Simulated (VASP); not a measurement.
# Si (I4_1/amd) in VASP: a series of runs

The runs below take Si through single point, with HSE06.

Everything below comes from runs of VASP 6.6.1. Logs are shortened: lines on timing, memory, paths and dates and some standing lists are left out, and cuts for length are marked.

**1. The cell of the first run**

The structure is tetragonal, space group I4_1/amd (No. 141). The conventional cell has a = 3.850 Å, b = 3.850 Å, c = 5.398 Å, α = 90.00°, β = 90.00°, γ = 90.00°. Within 3.1 Å of Si (site symmetry -4m2) lie 4 Si at 2.35 Å.

**2. Single point, HSE06 (uniaxial z strain -0.9%)**

POSCAR

```
Si
1.0
    0.0000000000      2.7221188962      2.6989808855
    2.7221188962      0.0000000000      2.6989808855
    2.7221188962      2.7221188962      0.0000000000
Si
2
Direct
    0.0000000000      0.0000000000      0.0000000000
    0.2500000000      0.2500000000      0.2500000000
```

INCAR.step1

```
ALGO     = Normal         # electronic algorithm
EDIFF    = 1E-5           # SCF threshold, eV
ENCUT    = 520            # plane-wave cutoff, eV
GGA      = PE             # functional
ISIF     = 2              # what is computed and relaxed
ISMEAR   = 0              # smearing method
LASPH    = True           # aspherical terms in the spheres
LCHARG   = False          # write CHGCAR
LREAL    = False          # projectors in reciprocal space
LWAVE    = True           # write WAVECAR
NBANDS   = 11             # bands
NELM     = 80             # most SCF steps
PREC     = Accurate       # precision mode
SIGMA    = 0.01           # smearing width, eV
```

INCAR.step2

```
ALGO     = Normal         # electronic algorithm
EDIFF    = 1E-6           # SCF threshold, eV
ENCUT    = 520            # plane-wave cutoff, eV
GGA      = PE             # functional
HFSCREEN = 0.2079         # screening, 1/A
ISIF     = 2              # what is computed and relaxed
ISMEAR   = 0              # smearing method
ISTART   = 1            
LASPH    = True           # aspherical terms in the spheres
LCHARG   = False          # write CHGCAR
LHFCALC  = True           # exact exchange
LREAL    = False          # projectors in reciprocal space
LWAVE    = False          # write WAVECAR
NBANDS   = 11             # bands
NELM     = 80             # most SCF steps
PREC     = Accurate       # precision mode
PRECFOCK = Normal       
SIGMA    = 0.01           # smearing width, eV
```

KPOINTS

```
k-points
0
Gamma
  6 6 6
```

Potentials or basis: VASP PAW PBE potentials, release 64 (Si).

Started as:

```sh
cat potpaw_PBE.64/Si/POTCAR > POTCAR
cp INCAR.step1 INCAR
mpirun -np 1 vasp_std > vasp.out
cp INCAR.step2 INCAR
mpirun -np 1 vasp_std > vasp.out
```

OUTCAR:

```text
EDIFF = 1E-6
   ENCUT = 520
   GGA = PE
   HFSCREEN = 0.2079
   ISIF = 2
   ISMEAR = 0
   ISTART = 1
   LASPH = True
   LHFCALC = True
   LREAL = False
   NELM = 80
   PREC = Accurate
   PRECFOCK = Normal

 ion  position               nearest neighbor table
   1  0.000  0.000  0.000-   2 2.35   2 2.35   2 2.35   2 2.35
   2  0.250  0.250  0.250-   1 2.35   1 2.35   1 2.35   1 2.35

  LATTYP: Found a body centered tetragonal cell.
 ALAT       =     3.8496574614
 C/A-ratio  =     1.4021927471

  Lattice vectors:

 A1 = (   0.0000000000,  -2.7221188962,  -2.6989808855)
 A2 = (   0.0000000000,   2.7221188962,  -2.6989808855)
 A3 = (   2.7221188962,   0.0000000000,   2.6989808855)

Analysis of symmetry for initial positions (statically):
=====================================================================
 Subroutine PRICEL returns:
 Original cell was already a primitive cell.

 Routine SETGRP: Setting up the symmetry group for a
 body centered tetragonal supercell.

 Subroutine GETGRP returns: Found 16 space group operations
 (whereof  8 operations were pure point group operations)
 out of a pool of 16 trial point group operations.

The static configuration has the point symmetry D_2d.
 The point group associated with its full space group is D_4h.

Analysis of symmetry for dynamics (positions and initial velocities):
=====================================================================
 Subroutine PRICEL returns:
 Original cell was already a primitive cell.

 Routine SETGRP: Setting up the symmetry group for a
 body centered tetragonal supercell.

 Subroutine GETGRP returns: Found 16 space group operations
 (whereof  8 operations were pure point group operations)
 out of a pool of 16 trial point group operations.

The dynamic configuration has the point symmetry D_2d.
 The point group associated with its full space group is D_4h.

 Subroutine INISYM returns: Found 16 space group operations
 (whereof  8 operations are pure point group operations),
 and found     1 'primitive' translations

----------------------------------------------------------------------------------------

                                     Primitive cell

  volume of cell :      39.9985

  direct lattice vectors                    reciprocal lattice vectors
     0.000000000  2.722118896  2.698980886    -0.183680441  0.183680441  0.185255110
     2.722118896  0.000000000  2.698980886     0.183680441 -0.183680441  0.185255110
     2.722118896  2.722118896  0.000000000     0.183680441  0.183680441 -0.185255110

  length of vectors
     3.833331333  3.833331333  3.849657461     0.319055582  0.319055582  0.319055582

  position of ions in fractional coordinates (direct lattice)
     0.000000000  0.000000000  0.000000000
     0.250000000  0.250000000  0.250000000

  ion indices of the primitive-cell ions
   primitive index   ion index
                 1           1
                 2           2

----------------------------------------------------------------------------------------

 KPOINTS: k-points

Automatic generation of k-mesh.
 Grid dimensions read from file:
 generate k-points for:    6    6    6

 Generating k-lattice:

  Cartesian coordinates                     Fractional coordinates (reciprocal lattice)
    -0.030613407  0.030613407  0.030875852     0.166666667  0.000000000  0.000000000
     0.030613407 -0.030613407  0.030875852     0.000000000  0.166666667  0.000000000
     0.030613407  0.030613407 -0.030875852     0.000000000  0.000000000  0.166666667

  Length of vectors
     0.053175930  0.053175930  0.053175930

  Shift w.r.t. Gamma in fractional coordinates (k-lattice)
     0.000000000  0.000000000  0.000000000

 Subroutine IBZKPT returns following result:
 ===========================================

 Found     30 irreducible k-points:

 Following reciprocal coordinates:
            Coordinates               Weight
  0.000000  0.000000  0.000000      1.000000
  0.166667  0.000000  0.000000      8.000000
  0.333333  0.000000  0.000000      8.000000
  0.500000  0.000000  0.000000      4.000000
  0.166667  0.166667  0.000000      2.000000
  0.333333  0.166667  0.000000      8.000000
[... 16 lines left out ...]
  0.333333  0.000000  0.333333      4.000000
  0.500000  0.000000  0.333333     16.000000
 [... further k-points ...]
   k-points           NKPTS =     30   k-points in BZ     NKDIM =    216   number of bands    NBANDS=     11
   number of dos      NEDOS =    301   number of ions     NIONS =      2
   total plane-waves  NPLWV =  27000
   dimension x,y,z NGX =    30 NGY =   30 NGZ =   30
   dimension x,y,z NGXF=    60 NGYF=   60 NGZF=   60
   ions per type =               2
   NGX,Y,Z   is equivalent  to a cutoff of  13.01, 13.01, 12.96 a.u.
   NGXF,Y,Z  is equivalent  to a cutoff of  26.02, 26.02, 25.91 a.u.
 SYSTEM =  unknown system
   PREC   = accura    normal or accurate (medium, high low for compatibility)
   ISTART =      1    job   : 0-new  1-cont  2-samecut
   ICHARG =      0    charge: 1-file 2-atom 10-const
   ISPIN  =      1    spin polarized calculation?
   LNONCOLLINEAR =      F non collinear calculations
   LSORBIT =      F    spin-orbit coupling
   LASPH  =      T    aspherical Exc in radial PAW
   ENCUT  =  520.0 eV  38.22 Ry    6.18 a.u.   7.13  7.13  7.16*2*pi/ulx,y,z
   NELM   =     80;   NELMIN=  2; NELMDL=  0     # of ELM steps
   EDIFF  = 0.1E-05   stopping-criterion for ELM
   LREAL  =      F    real-space projection
   EDIFFG = 0.1E-04   stopping-criterion for IOM
   NSW    =      0    number of steps for IOM
   IBRION =     -1    ionic relax: 0-MD 1-quasi-New 2-CG
   NFREE  =      0    steps in history (QN), initial steepest desc. (CG)
   ISIF   =      2    stress and relaxation
   ISYM   =      3    0-nonsym 1-usesym 2-fastsym
   POTIM  = 0.5000    time-step for ionic-motion
   TEBEG  =    0.0;   TEEND  =   0.0 temperature during run
   PSTRESS=    0.0 pullay stress
   NELECT =       8.0000    total number of electrons
   NUPDOWN=      -1.0000    fix difference up-down
   EMIN   =  10.00;   EMAX   =-10.00  energy-range for DOS
   EFERMI =   0.00;   METHOD = LEGACY
   ISMEAR =     0;   SIGMA  =   0.01  broadening in eV -4-tet -1-fermi 0-gaus
   EFERMI_NEDOS =   21; number of points for ismear=-14 and -15
   IALGO  =     38    algorithm
   IMIX   =      1    mixing-type and parameters
     AMIX     =   0.40;   BMIX     =  1.00
     AMIX_MAG =   1.60;   BMIX_MAG =  1.00
  volume/ion in A,a.u.               =      20.00       134.96
  Fermi-wavevector in a.u.,A,eV,Ry     =   0.957393  1.809210 12.471114  0.916601
  Thomas-Fermi vector in A             =   2.086407
   LORBIT       =      0    0 simple, 1 ext, 2 COOP (PROOUT), +10 PAW based schemes
   GGA     = PE    functional components
   LHFCALC =     T    Hartree Fock is set to
   PRECFOCK=normal    Normal, Fast or Accurate (Low or Medium for compatibility)
   ENCUT4O =  -1.0   cutoff for four orbital integrals eV
   NKREDX  =     1    reduce k-point grid by
   NKREDY  =     1    reduce k-point grid by
   NKREDZ  =     1    reduce k-point grid by
   AEXX    =    0.2500 exact exchange contribution
   HFSCREEN=    0.2079 screening length (either q_TF or 0.3 A-1)
   HFSCREENC=   0.2079 screening length for correlation (either q_TF or 0.3 A-1)
   ENCUTFOCK=  -1.0 apply spherical cutoff to Coloumb kernel
   IVDW    =     0    specifies the selected vdW correction
   LEPSILON=     F    determine dielectric tensor
   LRPA    =     F    only Hartree local field effects (RPA)
 non-spin polarized calculation
 Gauss-broadening in eV      SIGMA  =   0.01
  energy-cutoff  :      520.00
  volume of cell :       40.00
 maximum number of plane-waves:      1098
 NGX is ok and might be reduce to    30
  NGX = 24; NGY = 24; NGZ = 24

 number of electron       8.0000000 magnetization

 Free energy of the ion-electron system (eV)
  ---------------------------------------------------
  ext. energy  EPLUGINS =         0.00000000
  ---------------------------------------------------
  free energy    TOTEN  =       -12.53222785 eV

  energy without entropy =      -12.53222785  energy(sigma->0) =      -12.53222785

 E-fermi :   5.6360     XC(G=0):  -7.8508

 val. band max:        5.5281921423   @ k =   0.0000   0.0000   0.0000
 cond. band min:       6.7289537763   @ k =   0.5000   0.5000   0.0000
 fundamental gap:      1.2007616341
 Fermi energy:         5.6360281070

 k-point     1 :       0.0000    0.0000    0.0000
  band No.  band energies     occupation
      1      -7.8093      2.00000
      2       5.4650      2.00000
      3       5.4650      2.00000
      4       5.5282      2.00000
      5       8.7928      0.00000
      6       8.8238      0.00000
      7       8.8238      0.00000
      8       9.8235      0.00000
      9      14.1904      0.00000
     10      14.2886      0.00000
     11      14.3543      0.00000

 k-point     2 :       0.1667    0.0000    0.0000
  band No.  band energies     occupation
      1      -7.4085      2.00000
      2       2.9287      2.00000
      3       4.9843      2.00000
      4       5.0405      2.00000
      5       8.6008      0.00000
      6       9.4988      0.00000
      7       9.5046      0.00000
      8      11.9527      0.00000
      9      13.5167      0.00000
     10      13.6193      0.00000
     11      15.5103      0.00000

 k-point     3 :       0.3333    0.0000    0.0000
  band No.  band energies     occupation
      1      -6.2787      2.00000
      2      -0.3874      2.00000
      3       4.3617      2.00000
      4       4.4395      2.00000
      5       7.9731      0.00000
      6       9.7816      0.00000
      7       9.8423      0.00000
      8      14.3511      0.00000
      9      14.5314      0.00000
     10      14.5613      0.00000
     11      15.6762      0.00000
[... 267 lines left out ...]
 k-point    23 :       0.3333    0.0000    0.3333
  band No.  band energies     occupation
      1      -5.7006      2.00000
      2      -0.0481      2.00000
      3       2.8556      2.00000
      4       2.8676      2.00000
      5       6.8220      0.00000
      6       8.1565      0.00000
      7      13.7933      0.00000
      8      13.9596      0.00000
      9      16.4969      0.00000
     10      16.6787      0.00000
     11      19.7203      0.00000

 k-point    24 :       0.5000    0.0000    0.3333
  band No.  band energies     occupation
      1      -4.4022      2.00000
      2      -1.7915      2.00000
      3       1.5366      2.00000
      4       2.7074      2.00000
      5       7.1795      0.00000
      6       8.9453      0.00000
      7      13.9827      0.00000
      8      14.1732      0.00000
      9      17.3250      0.00000
     10      17.5364      0.00000
     11      19.1481      0.00000

 [... further k-points ...]
[... 5 lines left out ...]
  --------------------------------------------------------------------------------------
  -------------------------------------------------------------------------------------
  Total        0.0027951      0.0027951      0.2279312      0.0000000     -0.0000000      0.0000000
  in kB        0.1119603      0.1119603      9.1299928      0.0000000     -0.0000000      0.0000000
  external PRESSURE =       3.1179712 kB  Pullay stress =       0.0000000 kB

 VOLUME and BASIS-vectors are now :
 -----------------------------------------------------------------------------
  energy-cutoff  :      520.00
  volume of cell :       40.00
      direct lattice vectors                 reciprocal lattice vectors
     0.000000000  2.722118896  2.698980886    -0.183680441  0.183680441  0.185255110
     2.722118896  0.000000000  2.698980886     0.183680441 -0.183680441  0.185255110
     2.722118896  2.722118896  0.000000000     0.183680441  0.183680441 -0.185255110

 POSITION                                       TOTAL-FORCE (eV/Angst)
 -----------------------------------------------------------------------------------
      0.00000      0.00000      0.00000         0.000000      0.000000     -0.000000
      1.36106      1.36106      1.34949        -0.000000     -0.000000      0.000000
 -----------------------------------------------------------------------------------
    total drift:                                0.000000      0.000000      0.000000

  FREE ENERGIE OF THE ION-ELECTRON SYSTEM (eV)
  ---------------------------------------------------
  free  energy   TOTEN  =       -12.5322278495 eV

  energy  without entropy=      -12.5322278495  energy(sigma->0) =      -12.53222785
```

Run time: 33 min. Hardware: 1 thread of Intel Xeon 8259CL, shared host; peak memory 0.28 GiB.

Results:

```
Free energy            : -12.5322 eV
Pressure               : 0.3 GPa
Band gap on the k mesh : 1.20 eV (least direct gap 3.26 eV)
```

Caveat: the cell differs from its parent crystal (uniaxial z strain -0.9%); the PAW data sets were made with another functional, which shifts forces and pressure a little.

**3. Single point, HSE06 (uniaxial x strain +4.4%)**

POSCAR

```
Si
1.0
    0.0000000000      2.7221188962      2.7221188962
    2.8429809751      0.0000000000      2.7221188962
    2.8429809751      2.7221188962      0.0000000000
Si
2
Direct
    0.0000000000      0.0000000000      0.0000000000
    0.2500000000      0.2500000000      0.2500000000
```

INCAR.step1

```
SYSTEM = Si
PREC     = Accurate       ! precision mode
ENCUT    = 520            ! plane-wave cutoff, eV
EDIFF    = 1E-5           ! SCF threshold, eV
ISMEAR   = 0              ! smearing method
SIGMA    = 0.01           ! smearing width, eV
LREAL    = .FALSE.        ! projectors in reciprocal space
LASPH    = .TRUE.         ! aspherical terms in the spheres
NELM     = 60             ! most SCF steps
ALGO     = Normal         ! electronic algorithm
ISIF     = 2              ! what is computed and relaxed
LWAVE    = .TRUE.         ! write WAVECAR
LCHARG   = .FALSE.        ! write CHGCAR
GGA      = PE             ! functional
NBANDS   = 11             ! bands
```

INCAR.step2

```
SYSTEM = Si
PREC     = Accurate       ! precision mode
ENCUT    = 520            ! plane-wave cutoff, eV
EDIFF    = 1E-6           ! SCF threshold, eV
ISMEAR   = 0              ! smearing method
SIGMA    = 0.01           ! smearing width, eV
LREAL    = .FALSE.        ! projectors in reciprocal space
LASPH    = .TRUE.         ! aspherical terms in the spheres
NELM     = 60             ! most SCF steps
ALGO     = Normal         ! electronic algorithm
ISIF     = 2              ! what is computed and relaxed
LWAVE    = .FALSE.        ! write WAVECAR
LCHARG   = .FALSE.        ! write CHGCAR
GGA      = PE             ! functional
LHFCALC  = .TRUE.         ! exact exchange
HFSCREEN = 0.2079         ! screening, 1/A
PRECFOCK = Normal       
ISTART   = 1            
NBANDS   = 11             ! bands
```

KPOINTS

```
regular mesh
0
G
  6 6 6
  0 0 0
```

Potentials or basis: VASP PAW PBE potentials, release 64 (Si).

Started as:

```sh
cat potpaw_PBE.64/Si/POTCAR > POTCAR
cp INCAR.step1 INCAR
mpirun -np 1 vasp_std > vasp.out
cp INCAR.step2 INCAR
mpirun -np 1 vasp_std > vasp.out
```

It took 35 min on 1 thread of Intel Xeon 8259CL, shared host; peak memory 0.28 GiB.

The run converged. Its results:

```yaml
Free_energy: -12.4863 eV
Pressure: -4.4 GPa
Band_gap_on_the_k_mesh: 1.14 eV (least direct gap 3.02 eV)
```

Stress tensor (GPa, compression positive):
```
-7.70  0.00  0.00
 0.00 -2.78  0.00
 0.00  0.00 -2.78
```

Levels at points of the mesh, in eV from the valence-band top:
| k point | band 2 | band 3 | band 4 | band 5 | band 6 | band 7 |
| --- | --- | --- | --- | --- | --- | --- |
| (0.00, 0.00, 0.00) | -0.33 | 0.00 | 0.00 | 3.14 | 3.14 | 3.30 |
| (0.50, 0.00, 0.00) | -7.57 | -1.59 | -1.15 | 1.86 | 3.94 | 4.21 |
| (0.50, 0.50, 0.00) | -8.52 | -3.21 | -3.21 | 1.16 | 1.16 | 10.65 |
| (0.00, 0.50, 0.50) | -8.78 | -2.87 | -2.87 | 1.51 | 1.51 | 10.94 |

Caveat: the cell differs from its parent crystal (uniaxial x strain +4.4%); the cell stands under tension; the PAW data sets were made with another functional, which shifts forces and pressure a little. A k mesh can miss the band edges.
